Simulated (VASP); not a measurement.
# Hg2O (P6/mmm) in VASP: single point with PBE

Aim: the single point of Hg2O with PBE.

Program: VASP 6.6.1. These are calculated values, not measurements. Logs are shortened: lines on timing, memory, paths and dates and some standing lists are left out, and cuts for length are marked.

### 1 The cell of the first run

It takes space group P6/mmm (No. 191, hexagonal). Conventional cell: a = 5.004 Å, b = 5.004 Å, c = 2.732 Å, α = 90.00°, β = 90.00°, γ = 120.00°. Hg (site symmetry -6m2) has 5 Hg at 2.73 to 2.89 Å and 6 O at 3.20 Å within 3.6 Å. O (site symmetry 6/mmm) has 2 O at 2.73 Å and 12 Hg at 3.20 Å within 3.6 Å.

### 2 Single point, PBE

Input file INCAR:

```
  PREC = Accurate
  ENCUT = 600
  EDIFF = 1E-6
  ISMEAR = 0
  SIGMA = 0.15
  LREAL = False
  LASPH = True
  NELM = 120
  ALGO = Normal
  ISIF = 2
  LWAVE = False
  LCHARG = True
  GGA = PE
  LELF = True
  LVHAR = True
  NBANDS = 22
  GGA_COMPAT = False
```

Input file KPOINTS:

```
regular mesh
0
Gamma
  4 4 3
```

Input file POSCAR:

```
Hg2O
1.0
    5.0043039334     -0.0000000032      0.0000000000
   -2.5021519639      4.3338543362      0.0000000000
    0.0000000000      0.0000000000      2.7316266069
Hg O
2 1
Direct
    0.3333333333      0.6666666667      0.5000000000
    0.6666666667      0.3333333333      0.5000000000
    0.0000000000      0.0000000000      0.0000000000
```

Potentials or basis: VASP PAW PBE potentials, release 64 (Hg, O).

Run with:

```
> cat potpaw_PBE.64/Hg/POTCAR potpaw_PBE.64/O/POTCAR > POTCAR
> mpirun -np 1 vasp_std > vasp.out
```

OUTCAR:

```text
PREC = Accurate
   ENCUT = 600
   EDIFF = 1E-6
   ISMEAR = 0
   LREAL = False
   LASPH = True
   NELM = 120
   ISIF = 2
   GGA = PE

 ion  position               nearest neighbor table
   1  0.333  0.667  0.500-   2 2.89   2 2.89   2 2.89
   2  0.667  0.333  0.500-   1 2.89   1 2.89   1 2.89
   3  0.000  0.000  0.000-

  LATTYP: Found a hexagonal cell.
 ALAT       =     5.0043039334
 C/A-ratio  =     0.5458554563

  Lattice vectors:

 A1 = (   5.0043039334,  -0.0000000032,   0.0000000000)
 A2 = (  -2.5021519639,   4.3338543362,   0.0000000000)
 A3 = (   0.0000000000,   0.0000000000,   2.7316266069)

Analysis of symmetry for initial positions (statically):
=====================================================================
 Subroutine PRICEL returns:
 Original cell was already a primitive cell.

 Routine SETGRP: Setting up the symmetry group for a
 hexagonal supercell.

 Subroutine GETGRP returns: Found 24 space group operations
 (whereof 24 operations were pure point group operations)
 out of a pool of 24 trial point group operations.

The static configuration has the point symmetry D_6h.

Analysis of symmetry for dynamics (positions and initial velocities):
=====================================================================
 Subroutine PRICEL returns:
 Original cell was already a primitive cell.

 Routine SETGRP: Setting up the symmetry group for a
 hexagonal supercell.

 Subroutine GETGRP returns: Found 24 space group operations
 (whereof 24 operations were pure point group operations)
 out of a pool of 24 trial point group operations.

The dynamic configuration has the point symmetry D_6h.

 Subroutine INISYM returns: Found 24 space group operations
 (whereof 24 operations are pure point group operations),
 and found     1 'primitive' translations

----------------------------------------------------------------------------------------

                                     Primitive cell

  volume of cell :      59.2433

  direct lattice vectors                    reciprocal lattice vectors
     5.004303933 -0.000000003  0.000000000     0.199827991  0.115370744  0.000000000
    -2.502151964  4.333854336  0.000000000     0.000000000  0.230741488  0.000000000
     0.000000000  0.000000000  2.731626607     0.000000000  0.000000000  0.366082245

  length of vectors
     5.004303933  5.004303933  2.731626607     0.230741488  0.230741488  0.366082245

  position of ions in fractional coordinates (direct lattice)
     0.333333333  0.666666667  0.500000000
     0.666666667  0.333333333  0.500000000
     0.000000000  0.000000000  0.000000000

  ion indices of the primitive-cell ions
   primitive index   ion index
                 1           1
                 2           2
                 3           3

----------------------------------------------------------------------------------------

 KPOINTS: regular mesh

Automatic generation of k-mesh.
 Grid dimensions read from file:
 generate k-points for:    4    4    3

 Generating k-lattice:

  Cartesian coordinates                     Fractional coordinates (reciprocal lattice)
     0.049956998  0.028842686  0.000000000     0.250000000  0.000000000  0.000000000
     0.000000000  0.057685372  0.000000000     0.000000000  0.250000000  0.000000000
     0.000000000  0.000000000  0.122027415     0.000000000  0.000000000  0.333333333

  Length of vectors
     0.057685372  0.057685372  0.122027415

  Shift w.r.t. Gamma in fractional coordinates (k-lattice)
     0.000000000  0.000000000  0.000000000

 Subroutine IBZKPT returns following result:
 ===========================================

 Found      8 irreducible k-points:

 Following reciprocal coordinates:
            Coordinates               Weight
  0.000000  0.000000  0.000000      1.000000
  0.250000  0.000000  0.000000      6.000000
  0.500000  0.000000  0.000000      3.000000
  0.250000  0.250000  0.000000      6.000000
  0.000000  0.000000  0.333333      2.000000
  0.250000  0.000000  0.333333     12.000000
  0.500000  0.000000  0.333333      6.000000
  0.250000  0.250000  0.333333     12.000000
   k-points           NKPTS =      8   k-points in BZ     NKDIM =      8   number of bands    NBANDS=     22
   number of dos      NEDOS =    301   number of ions     NIONS =      3
   total plane-waves  NPLWV =  38400
   dimension x,y,z NGX =    40 NGY =   40 NGZ =   24
   dimension x,y,z NGXF=    80 NGYF=   80 NGZF=   48
   ions per type =               2   1
   NGX,Y,Z   is equivalent  to a cutoff of  13.29, 13.29, 14.61 a.u.
   NGXF,Y,Z  is equivalent  to a cutoff of  26.58, 26.58, 29.21 a.u.
 SYSTEM =  unknown system
   PREC   = accura    normal or accurate (medium, high low for compatibility)
   ISTART =      0    job   : 0-new  1-cont  2-samecut
   ICHARG =      2    charge: 1-file 2-atom 10-const
   ISPIN  =      1    spin polarized calculation?
   LNONCOLLINEAR =      F non collinear calculations
   LSORBIT =      F    spin-orbit coupling
   LASPH  =      T    aspherical Exc in radial PAW
   ENCUT  =  600.0 eV  44.10 Ry    6.64 a.u.   9.99  9.99  5.46*2*pi/ulx,y,z
   NELM   =    120;   NELMIN=  2; NELMDL= -5     # of ELM steps
   EDIFF  = 0.1E-05   stopping-criterion for ELM
   LREAL  =      F    real-space projection
   EDIFFG = 0.1E-04   stopping-criterion for IOM
   NSW    =      0    number of steps for IOM
   IBRION =     -1    ionic relax: 0-MD 1-quasi-New 2-CG
   NFREE  =      0    steps in history (QN), initial steepest desc. (CG)
   ISIF   =      2    stress and relaxation
   ISYM   =      2    0-nonsym 1-usesym 2-fastsym
   POTIM  = 0.5000    time-step for ionic-motion
   TEBEG  =    0.0;   TEEND  =   0.0 temperature during run
   PSTRESS=    0.0 pullay stress
   NELECT =      30.0000    total number of electrons
   NUPDOWN=      -1.0000    fix difference up-down
   EMIN   =  10.00;   EMAX   =-10.00  energy-range for DOS
   EFERMI =   0.00;   METHOD = LEGACY
   ISMEAR =     0;   SIGMA  =   0.15  broadening in eV -4-tet -1-fermi 0-gaus
   EFERMI_NEDOS =   21; number of points for ismear=-14 and -15
   IALGO  =     38    algorithm
   IMIX   =      4    mixing-type and parameters
     AMIX     =   0.40;   BMIX     =  1.00
     AMIX_MAG =   1.60;   BMIX_MAG =  1.00
  volume/ion in A,a.u.               =      19.75       133.26
  Fermi-wavevector in a.u.,A,eV,Ry     =   1.304875  2.465856 23.166612  1.702698
  Thomas-Fermi vector in A             =   2.435781
   LORBIT       =      0    0 simple, 1 ext, 2 COOP (PROOUT), +10 PAW based schemes
   GGA     = PE    functional components
   LHFCALC =     F    Hartree Fock is set to
   AEXX    =    0.0000 exact exchange contribution
   IVDW    =     0    specifies the selected vdW correction
   LEPSILON=     F    determine dielectric tensor
   LRPA    =     F    only Hartree local field effects (RPA)
 non-spin polarized calculation
 Gauss-broadening in eV      SIGMA  =   0.15
  energy-cutoff  :      600.00
  volume of cell :       59.24
 maximum number of plane-waves:      1993
 NGX is ok and might be reduce to    40
   NGX = 19   NGY = 19   NGZ = 11

 number of electron      30.0000005 magnetization

 Free energy of the ion-electron system (eV)
  ---------------------------------------------------
  ext. energy  EPLUGINS =         0.00000000
  ---------------------------------------------------
  free energy    TOTEN  =        -3.63600905 eV

  energy without entropy =       -3.60143469  energy(sigma->0) =       -3.61872187

 E-fermi :   1.0357     XC(G=0): -10.5429

 val. band max:        0.9277666571   @ k =   0.2500   0.2500   0.3333
 cond. band min:       1.0751104186   @ k =   0.5000   0.0000   0.3333
 fundamental gap:      0.1473437615
 Fermi energy:         1.0357131903

 k-point     1 :       0.0000    0.0000    0.0000
  band No.  band energies     occupation
      1     -14.9653      2.00000
      2      -7.1767      2.00000
      3      -6.7383      2.00000
      4      -5.5965      2.00000
      5      -5.4399      2.00000
      6      -5.4399      2.00000
[... 14 lines left out ...]
     21      13.8865      0.00000
     22      16.2224      0.00000

 k-point     2 :       0.2500    0.0000    0.0000
  band No.  band energies     occupation
      1     -14.9468      2.00000
      2      -7.1382      2.00000
      3      -6.7952      2.00000
      4      -5.9578      2.00000
      5      -5.7192      2.00000
      6      -5.5300      2.00000
[... 14 lines left out ...]
     21      15.1496      0.00000
     22      16.6801      0.00000

 k-point     3 :       0.5000    0.0000    0.0000
  band No.  band energies     occupation
      1     -14.9289      2.00000
      2      -7.0615      2.00000
      3      -6.8850      2.00000
      4      -5.9388      2.00000
      5      -5.8572      2.00000
      6      -5.6715      2.00000
[... 14 lines left out ...]
     21      14.7576      0.00000
     22      15.9991      0.00000

 k-point     4 :       0.2500    0.2500    0.0000
  band No.  band energies     occupation
      1     -14.9293      2.00000
      2      -7.0536      2.00000
      3      -6.8908      2.00000
      4      -6.0270      2.00000
      5      -5.6907      2.00000
      6      -5.6621      2.00000
[... 14 lines left out ...]
     21      14.2659      0.00000
     22      17.7022      0.00000

 k-point     5 :       0.0000    0.0000    0.3333
  band No.  band energies     occupation
      1     -14.5337      2.00000
      2      -5.8409      2.00000
      3      -5.8409      2.00000
      4      -5.6176      2.00000
      5      -5.1617      2.00000
      6      -5.1617      2.00000
[... 14 lines left out ...]
     21      11.0642      0.00000
     22      12.7282      0.00000

 k-point     6 :       0.2500    0.0000    0.3333
  band No.  band energies     occupation
      1     -14.5290      2.00000
      2      -5.9099      2.00000
      3      -5.8048      2.00000
      4      -5.6237      2.00000
      5      -5.4440      2.00000
      6      -5.3568      2.00000
[... 14 lines left out ...]
     21      11.9014      0.00000
     22      12.1655      0.00000

 k-point     7 :       0.5000    0.0000    0.3333
  band No.  band energies     occupation
      1     -14.5246      2.00000
      2      -5.9701      2.00000
      3      -5.7504      2.00000
      4      -5.6146      2.00000
      5      -5.5826      2.00000
      6      -5.4213      2.00000
[... 14 lines left out ...]
     21      13.7769      0.00000
     22      14.6126      0.00000

 k-point     8 :       0.2500    0.2500    0.3333
  band No.  band energies     occupation
      1     -14.5248      2.00000
      2      -5.9509      2.00000
      3      -5.7429      2.00000
      4      -5.7068      2.00000
      5      -5.4444      2.00000
      6      -5.4440      2.00000
[... 14 lines left out ...]
     21      11.7943      0.00000
     22      14.4007      0.00000

------------------------ aborting loop because EDIFF is reached ----------------------------------------

  FORCE on cell =-STRESS in cart. coord.  units (eV):
  Direction    XX          YY          ZZ          XY          YZ          ZX
  --------------------------------------------------------------------------------------
  -------------------------------------------------------------------------------------
  Total       -0.1071442     -0.1071442      0.5832493     -0.0000000      0.0000000      0.0000000
  in kB       -2.8976096     -2.8976096     15.7734068     -0.0000000      0.0000000      0.0000000
  external PRESSURE =       3.3260625 kB  Pullay stress =       0.0000000 kB

 VOLUME and BASIS-vectors are now :
 -----------------------------------------------------------------------------
  energy-cutoff  :      600.00
  volume of cell :       59.24
      direct lattice vectors                 reciprocal lattice vectors
     5.004303933 -0.000000003  0.000000000     0.199827991  0.115370744  0.000000000
    -2.502151964  4.333854336  0.000000000     0.000000000  0.230741488  0.000000000
     0.000000000  0.000000000  2.731626607     0.000000000  0.000000000  0.366082245

 POSITION                                       TOTAL-FORCE (eV/Angst)
 -----------------------------------------------------------------------------------
      0.00000      2.88924      1.36581        -0.000000     -0.000000      0.000000
      2.50215      1.44462      1.36581         0.000000      0.000000     -0.000000
      0.00000      0.00000      0.00000        -0.000000      0.000000      0.000000
 -----------------------------------------------------------------------------------
    total drift:                                0.000000     -0.000000      0.000000

  FREE ENERGIE OF THE ION-ELECTRON SYSTEM (eV)
  ---------------------------------------------------
  free  energy   TOTEN  =        -3.6360090457 eV

  energy  without entropy=       -3.6014346947  energy(sigma->0) =       -3.61872187
```

Run time: 8.9 s. Hardware: 1 thread of Intel Xeon 6975P-C (Granite Rapids), shared host; peak memory 0.19 GiB.

Results:

| Property | Result |
| --- | --- |
| Free energy | -3.6360 eV |
| Pressure | 0.3 GPa |
| Band gap on the k mesh | zero (band 15 reaches 1.31 eV, above the bottom of band 16 at 1.08 eV) |

Levels at points of the mesh, in eV from the Fermi level:
| k point | band 13 | band 14 | band 15 | band 16 | band 17 | band 18 |
| --- | --- | --- | --- | --- | --- | --- |
| (0.00, 0.00, 0.00) | -1.20 | -1.20 | 0.27 | 0.89 | 2.57 | 2.57 |
| (0.50, 0.00, 0.00) | -3.17 | -2.16 | -0.13 | 0.30 | 3.06 | 4.87 |

Caveat: the k points lie up to 0.77 Å⁻¹ apart; spin-orbit coupling is left out, which moves the levels of the heavy elements.
